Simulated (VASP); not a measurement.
# CaSe (Fm-3m) in VASP: a series of runs

The runs below take CaSe through relaxation of cell and atoms, with PBE.

Program: VASP 6.6.1. These are calculated values, not measurements. Logs are shortened: lines on timing, memory, paths and dates and some standing lists are left out, and cuts for length are marked.

## 1. The cell of the first run

Symmetry: Fm-3m, No. 225, cubic system. Conventional cell: a = 5.912 Å, b = 5.912 Å, c = 5.912 Å, α = 90.00°, β = 90.00°, γ = 90.00°. Within 3.9 Å of Ca (site symmetry m-3m) lie 6 Se at 2.96 Å. Se (site symmetry m-3m) has 6 Ca at 2.96 Å within 3.9 Å.

## 2. Relaxation of cell and atoms, PBE

INCAR reads:

```
SYSTEM = CaSe
ALGO = Normal
EDIFF = 1E-6
EDIFFG = -0.005
ENCUT = 600
GGA = PE
IBRION = 2
ISIF = 3
ISMEAR = 0
LASPH = .TRUE.
LCHARG = .FALSE.
LREAL = .FALSE.
LWAVE = .FALSE.
NELM = 80
NSW = 100
PREC = Accurate
SIGMA = 0.02
```

KPOINTS reads:

```
k-points
0
G
  8 8 8
  0 0 0
```

POSCAR reads:

```
CaSe
1.0
    0.0000000000      2.9560000000      2.9560000000
    2.9560000000      0.0000000000      2.9560000000
    2.9560000000      2.9560000000      0.0000000000
Ca Se
1 1
Direct
    0.0000000000      0.0000000000      0.0000000000
    0.5000000000      0.5000000000      0.5000000000
```

Potentials or basis: VASP PAW PBE potentials, release 64 (Ca_sv, Se).

Run with:

```sh
cat potpaw_PBE.64/Ca_sv/POTCAR potpaw_PBE.64/Se/POTCAR > POTCAR
mpirun -np 1 vasp_std > vasp.out
```

OUTCAR:

```text
SYSTEM = CaSe
   EDIFF = 1E-6
   EDIFFG = -0.005
   ENCUT = 600
   GGA = PE
   IBRION = 2
   ISIF = 3
   ISMEAR = 0
   LASPH = .TRUE.
   LREAL = .FALSE.
   NELM = 80
   NSW = 100
   PREC = Accurate

 ion  position               nearest neighbor table
   1  0.000  0.000  0.000-   2 2.96   2 2.96   2 2.96   2 2.96   2 2.96   2 2.96
   2  0.500  0.500  0.500-   1 2.96   1 2.96   1 2.96   1 2.96   1 2.96   1 2.96

  LATTYP: Found a face centered cubic cell.
 ALAT       =     5.9120000000

  Lattice vectors:

 A1 = (   0.0000000000,   2.9560000000,   2.9560000000)
 A2 = (   2.9560000000,   0.0000000000,   2.9560000000)
 A3 = (   2.9560000000,   2.9560000000,   0.0000000000)

Analysis of symmetry for initial positions (statically):
=====================================================================
 Subroutine PRICEL returns:
 Original cell was already a primitive cell.

 Routine SETGRP: Setting up the symmetry group for a
 face centered cubic supercell.

 Subroutine GETGRP returns: Found 48 space group operations
 (whereof 48 operations were pure point group operations)
 out of a pool of 48 trial point group operations.

The static configuration has the point symmetry O_h .

Analysis of symmetry for dynamics (positions and initial velocities):
=====================================================================
 Subroutine PRICEL returns:
 Original cell was already a primitive cell.

 Routine SETGRP: Setting up the symmetry group for a
 face centered cubic supercell.

 Subroutine GETGRP returns: Found 48 space group operations
 (whereof 48 operations were pure point group operations)
 out of a pool of 48 trial point group operations.

The dynamic configuration has the point symmetry O_h .

 Subroutine INISYM returns: Found 48 space group operations
 (whereof 48 operations are pure point group operations),
 and found     1 'primitive' translations

----------------------------------------------------------------------------------------

                                     Primitive cell

  volume of cell :      51.6587

  direct lattice vectors                    reciprocal lattice vectors
     0.000000000  2.956000000  2.956000000    -0.169147497  0.169147497  0.169147497
     2.956000000  0.000000000  2.956000000     0.169147497 -0.169147497  0.169147497
     2.956000000  2.956000000  0.000000000     0.169147497  0.169147497 -0.169147497

  length of vectors
     4.180415290  4.180415290  4.180415290     0.292972058  0.292972058  0.292972058

  position of ions in fractional coordinates (direct lattice)
     0.000000000  0.000000000  0.000000000
     0.500000000  0.500000000  0.500000000

  ion indices of the primitive-cell ions
   primitive index   ion index
                 1           1
                 2           2

----------------------------------------------------------------------------------------

 KPOINTS: k-points

Automatic generation of k-mesh.
 Grid dimensions read from file:
 generate k-points for:    8    8    8

 Generating k-lattice:

  Cartesian coordinates                     Fractional coordinates (reciprocal lattice)
    -0.021143437  0.021143437  0.021143437     0.125000000  0.000000000  0.000000000
     0.021143437 -0.021143437  0.021143437     0.000000000  0.125000000  0.000000000
     0.021143437  0.021143437 -0.021143437     0.000000000  0.000000000  0.125000000

  Length of vectors
     0.036621507  0.036621507  0.036621507

  Shift w.r.t. Gamma in fractional coordinates (k-lattice)
     0.000000000  0.000000000  0.000000000

 Subroutine IBZKPT returns following result:
 ===========================================

 Found     29 irreducible k-points:

 Following reciprocal coordinates:
            Coordinates               Weight
  0.000000  0.000000  0.000000      1.000000
  0.125000  0.000000  0.000000      8.000000
  0.250000  0.000000  0.000000      8.000000
  0.375000  0.000000  0.000000      8.000000
  0.500000  0.000000  0.000000      4.000000
  0.125000  0.125000  0.000000      6.000000
[... 16 lines left out ...]
  0.500000  0.250000  0.125000     48.000000
 -0.375000  0.250000  0.125000     24.000000
 [... further k-points ...]
   k-points           NKPTS =     29   k-points in BZ     NKDIM =     29   number of bands    NBANDS=     12
   number of dos      NEDOS =    301   number of ions     NIONS =      2
   total plane-waves  NPLWV =  46656
   dimension x,y,z NGX =    36 NGY =   36 NGZ =   36
   dimension x,y,z NGXF=    72 NGYF=   72 NGZF=   72
   ions per type =               1   1
   NGX,Y,Z   is equivalent  to a cutoff of  14.32, 14.32, 14.32 a.u.
   NGXF,Y,Z  is equivalent  to a cutoff of  28.63, 28.63, 28.63 a.u.
 SYSTEM =  CaSe
   PREC   = accura    normal or accurate (medium, high low for compatibility)
   ISTART =      0    job   : 0-new  1-cont  2-samecut
   ICHARG =      2    charge: 1-file 2-atom 10-const
   ISPIN  =      1    spin polarized calculation?
   LNONCOLLINEAR =      F non collinear calculations
   LSORBIT =      F    spin-orbit coupling
   LASPH  =      T    aspherical Exc in radial PAW
   ENCUT  =  600.0 eV  44.10 Ry    6.64 a.u.   8.35  8.35  8.35*2*pi/ulx,y,z
   NELM   =     80;   NELMIN=  2; NELMDL= -5     # of ELM steps
   EDIFF  = 0.1E-05   stopping-criterion for ELM
   LREAL  =      F    real-space projection
   EDIFFG = -.5E-02   stopping-criterion for IOM
   NSW    =    100    number of steps for IOM
   IBRION =      2    ionic relax: 0-MD 1-quasi-New 2-CG
   NFREE  =      1    steps in history (QN), initial steepest desc. (CG)
   ISIF   =      3    stress and relaxation
   ISYM   =      2    0-nonsym 1-usesym 2-fastsym
   POTIM  = 0.5000    time-step for ionic-motion
   TEBEG  =    0.0;   TEEND  =   0.0 temperature during run
   PSTRESS=    0.0 pullay stress
   NELECT =      16.0000    total number of electrons
   NUPDOWN=      -1.0000    fix difference up-down
   EMIN   =  10.00;   EMAX   =-10.00  energy-range for DOS
   EFERMI =   0.00;   METHOD = LEGACY
   ISMEAR =     0;   SIGMA  =   0.02  broadening in eV -4-tet -1-fermi 0-gaus
   EFERMI_NEDOS =   21; number of points for ismear=-14 and -15
   IALGO  =     38    algorithm
   IMIX   =      4    mixing-type and parameters
     AMIX     =   0.40;   BMIX     =  1.00
     AMIX_MAG =   1.60;   BMIX_MAG =  1.00
  volume/ion in A,a.u.               =      25.83       174.30
  Fermi-wavevector in a.u.,A,eV,Ry     =   1.107645  2.093145 16.692666  1.226876
  Thomas-Fermi vector in A             =   2.244161
   LORBIT       =      0    0 simple, 1 ext, 2 COOP (PROOUT), +10 PAW based schemes
   GGA     = PE    functional components
   LHFCALC =     F    Hartree Fock is set to
   AEXX    =    0.0000 exact exchange contribution
   IVDW    =     0    specifies the selected vdW correction
   LEPSILON=     F    determine dielectric tensor
   LRPA    =     F    only Hartree local field effects (RPA)
 conjugate gradient relaxation of ions
 non-spin polarized calculation
 Gauss-broadening in eV      SIGMA  =   0.02
  energy-cutoff  :      600.00
  volume of cell :       51.66
 maximum number of plane-waves:      1759
 NGX is ok and might be reduce to    36
   NGX = 17   NGY = 17   NGZ = 17

--------------------------------------- Ionic step        1  -------------------------------------------

 number of electron      16.0000001 magnetization

 Free energy of the ion-electron system (eV)
  ---------------------------------------------------
  ext. energy  EPLUGINS =         0.00000000
  ---------------------------------------------------
  free energy    TOTEN  =        -9.48018742 eV

  energy without entropy =       -9.48018742  energy(sigma->0) =       -9.48018742

------------------------ aborting loop because EDIFF is reached ----------------------------------------

  FORCE on cell =-STRESS in cart. coord.  units (eV):
  Direction    XX          YY          ZZ          XY          YZ          ZX
  --------------------------------------------------------------------------------------
  -------------------------------------------------------------------------------------
  Total        0.4395487      0.4395487      0.4395487     -0.0000000      0.0000000      0.0000000
  in kB       13.6324635     13.6324635     13.6324635     -0.0000000      0.0000000      0.0000000
  external PRESSURE =      13.6324635 kB  Pullay stress =       0.0000000 kB

 VOLUME and BASIS-vectors are now :
 -----------------------------------------------------------------------------
  energy-cutoff  :      600.00
  volume of cell :       51.66
      direct lattice vectors                 reciprocal lattice vectors
     0.000000000  2.956000000  2.956000000    -0.169147497  0.169147497  0.169147497
     2.956000000  0.000000000  2.956000000     0.169147497 -0.169147497  0.169147497
     2.956000000  2.956000000  0.000000000     0.169147497  0.169147497 -0.169147497
[... 37 lines left out ...]
 POSITION                                       TOTAL-FORCE (eV/Angst)
 -----------------------------------------------------------------------------------
      2.98734      2.98734      0.00000         0.000000      0.000000      0.000000
      2.98734      2.98734      2.98734         0.000000     -0.000000     -0.000000
 -----------------------------------------------------------------------------------
    total drift:                                0.000000      0.000000      0.000000

  FREE ENERGIE OF THE ION-ELECTRON SYSTEM (eV)
  ---------------------------------------------------
  free  energy   TOTEN  =        -9.4858757193 eV

  energy  without entropy=       -9.4858757193  energy(sigma->0) =       -9.48587572

--------------------------------------- Ionic step        3  -------------------------------------------

 number of electron      16.0000001 magnetization

 Free energy of the ion-electron system (eV)
  ---------------------------------------------------
  ext. energy  EPLUGINS =         0.00000000
  ---------------------------------------------------
  free energy    TOTEN  =        -9.48605023 eV

  energy without entropy =       -9.48605023  energy(sigma->0) =       -9.48605023

 E-fermi :   2.4573     XC(G=0):  -9.0488

 val. band max:        2.2738442173   @ k =   0.0000   0.0000   0.0000
 cond. band min:       4.3561912933   @ k =   0.5000   0.5000   0.0000
 fundamental gap:      2.0823470760
 Fermi energy:         2.4572990055

 k-point     1 :       0.0000    0.0000    0.0000
  band No.  band energies     occupation
      1     -37.5533      2.00000
      2     -18.5429      2.00000
      3     -18.5429      2.00000
      4     -18.5429      2.00000
      5      -9.4386      2.00000
      6       2.2738      2.00000
      7       2.2738      2.00000
      8       2.2738      2.00000
      9       5.4814      0.00000
     10       5.9869      0.00000
     11       5.9869      0.00000
     12       5.9869      0.00000

 k-point     2 :       0.1250    0.0000    0.0000
  band No.  band energies     occupation
      1     -37.5524      2.00000
      2     -18.5580      2.00000
      3     -18.5439      2.00000
      4     -18.5439      2.00000
      5      -9.3517      2.00000
      6       1.5252      2.00000
      7       2.0464      2.00000
      8       2.0464      2.00000
      9       5.8429      0.00000
     10       6.1913      0.00000
     11       6.1913      0.00000
     12       6.4923      0.00000
[... 316 lines left out ...]
 k-point    24 :      -0.3750    0.2500    0.1250
  band No.  band energies     occupation
      1     -37.5465      2.00000
      2     -18.6252      2.00000
      3     -18.5723      2.00000
      4     -18.5581      2.00000
      5      -8.7976      2.00000
      6      -0.4741      2.00000
      7       0.7012      2.00000
      8       1.0845      2.00000
      9       6.7185      0.00000
     10       6.9979      0.00000
     11       7.9250      0.00000
     12       8.1796      0.00000

 [... further k-points ...]

------------------------ aborting loop because EDIFF is reached ----------------------------------------

  FORCE on cell =-STRESS in cart. coord.  units (eV):
  Direction    XX          YY          ZZ          XY          YZ          ZX
  --------------------------------------------------------------------------------------
  -------------------------------------------------------------------------------------
  Total        0.0002987      0.0002987      0.0002987      0.0000000      0.0000000      0.0000000
  in kB        0.0090172      0.0090172      0.0090172      0.0000000      0.0000000      0.0000000
  external PRESSURE =       0.0090172 kB  Pullay stress =       0.0000000 kB

 VOLUME and BASIS-vectors are now :
 -----------------------------------------------------------------------------
  energy-cutoff  :      600.00
  volume of cell :       53.07
      direct lattice vectors                 reciprocal lattice vectors
     0.000000000  2.982694482  2.982694482    -0.167633662  0.167633662  0.167633662
     2.982694482  0.000000000  2.982694482     0.167633662 -0.167633662  0.167633662
     2.982694482  2.982694482  0.000000000     0.167633662  0.167633662 -0.167633662

 POSITION                                       TOTAL-FORCE (eV/Angst)
 -----------------------------------------------------------------------------------
      0.00000      0.00000      0.00000        -0.000000      0.000000     -0.000000
      2.98269      2.98269      2.98269         0.000000     -0.000000      0.000000
 -----------------------------------------------------------------------------------
    total drift:                                0.000000      0.000000      0.000000

  FREE ENERGIE OF THE ION-ELECTRON SYSTEM (eV)
  ---------------------------------------------------
  free  energy   TOTEN  =        -9.4860502270 eV

  energy  without entropy=       -9.4860502270  energy(sigma->0) =       -9.48605023

 reached required accuracy - stopping structural energy minimisation
```

Run time: 48 s. Hardware: 1 thread of Intel Xeon Platinum 8488C (Sapphire Rapids), shared host; peak memory 0.22 GiB.

Results:

```
Free energy                            : -9.4861 eV
Relaxed volume                         : 26.54 Å³/atom
Relaxed cell                           : a = 4.218 Å, b = 4.218 Å, c = 4.218 Å, α = 60.00°, β = 60.00°, γ = 60.00°
Space group after relaxing (to 0.05 Å) : Fm-3m (No. 225)
Energy gained by relaxing              : 2.9 meV/atom
Ionic steps                            : 3
Pressure after relaxing                : 0.0 GPa
Band gap on the k mesh                 : 2.08 eV, indirect (least direct gap 2.99 eV)
```

The path:
| step | energy change (eV) | largest force (eV/Å) | pressure (GPa) | volume (Å³) |
| --- | --- | --- | --- | --- |
| 1 | 0.0000 | 0.0000 | 1.36 | 51.66 |
| 2 | -0.0057 | 0.0000 | -0.22 | 53.32 |
| 3 | -0.0059 | 0.0000 | 0.00 | 53.07 |

Final structure:
```
CELL_PARAMETERS angstrom
0.00000 2.98269 2.98269
2.98269 0.00000 2.98269
2.98269 2.98269 0.00000
ATOMIC_POSITIONS crystal
Ca 0.00000 0.00000 0.00000
Se 0.50000 0.50000 0.50000
```

## 3. Relaxation of cell and atoms, PBE

This run uses another cell than the first one, of 26.45 Å³/atom, 1.024 times its volume.

INCAR reads:

```
SYSTEM = CaSe
PREC = Accurate ; ENCUT = 600
EDIFF = 1E-6 ; ISMEAR = 0
SIGMA = 0.01 ; LREAL = .FALSE.
LASPH = .TRUE. ; NELM = 80
ALGO = Normal ; ISIF = 3
LWAVE = .FALSE. ; LCHARG = .FALSE.
GGA = PE ; IBRION = 2
NSW = 80 ; EDIFFG = -0.001
```

KPOINTS reads:

```
Automatic mesh
0
G
  8 8 8
  0 0 0
```

POSCAR reads:

```
CaSe
1.0
    0.0000000000      2.9793658640      2.9793658640
    2.9793658640      0.0000000000      2.9793658640
    2.9793658640      2.9793658640      0.0000000000
Ca Se
1 1
Direct
    0.0000000000      0.0000000000      0.0000000000
    0.5000000000      0.5000000000      0.5000000000
```

Potentials or basis: VASP PAW PBE potentials, release 64 (Ca_sv, Se).

Run with:

```sh
cat potpaw_PBE.64/Ca_sv/POTCAR potpaw_PBE.64/Se/POTCAR > POTCAR
mpirun -np 1 vasp_std > vasp.out
```

It took 44 s on 1 thread of Intel Xeon Platinum 8488C (Sapphire Rapids), shared host; peak memory 0.21 GiB.

Results (log left out):

* Free energy: -9.4862 eV
* Relaxed volume: 26.54 Å³/atom
* Relaxed cell: a = 4.218 Å, b = 4.218 Å, c = 4.218 Å, α = 60.00°, β = 60.00°, γ = 60.00°
* Space group after relaxing (to 0.05 Å): Fm-3m (No. 225)
* Energy gained by relaxing: 0.0 meV/atom
* Ionic steps: 3
* Pressure after relaxing: 0.0 GPa
* Band gap on the k mesh: 2.08 eV, indirect (least direct gap 2.99 eV)

Final structure:
```cif
data_structure
_symmetry_space_group_name_H-M 'P 1'
_symmetry_Int_Tables_number 1
_cell_length_a 4.2182
_cell_length_b 4.2182
_cell_length_c 4.2182
_cell_angle_alpha 60.000
_cell_angle_beta 60.000
_cell_angle_gamma 60.000
_cell_volume 53.07
loop_
_atom_site_label
_atom_site_type_symbol
_atom_site_fract_x
_atom_site_fract_y
_atom_site_fract_z
_atom_site_occupancy
Ca1 Ca 0.00000 0.00000 0.00000 1
Se1 Se 0.50000 0.50000 0.50000 1
```

Levels at points of the mesh, in eV from the valence-band top:
| k point | band 4 | band 5 | band 6 | band 7 | band 8 | band 9 | band 10 | band 11 | band 12 |
| --- | --- | --- | --- | --- | --- | --- | --- | --- | --- |
| (0.00, 0.00, 0.00) | -20.82 | -11.71 | 0.00 | 0.00 | 0.00 | 3.21 | 3.71 | 3.71 | 3.71 |
| (0.50, 0.00, 0.00) | -20.82 | -11.06 | -3.19 | -1.15 | -1.15 | 4.48 | 5.41 | 5.44 | 5.44 |
| (0.50, 0.50, 0.00) | -20.85 | -11.16 | -2.46 | -0.91 | -0.91 | 2.08 | 4.94 | 5.00 | 5.92 |

A k mesh can miss the band edges. Zero-point motion and thermal expansion aren't in these numbers.
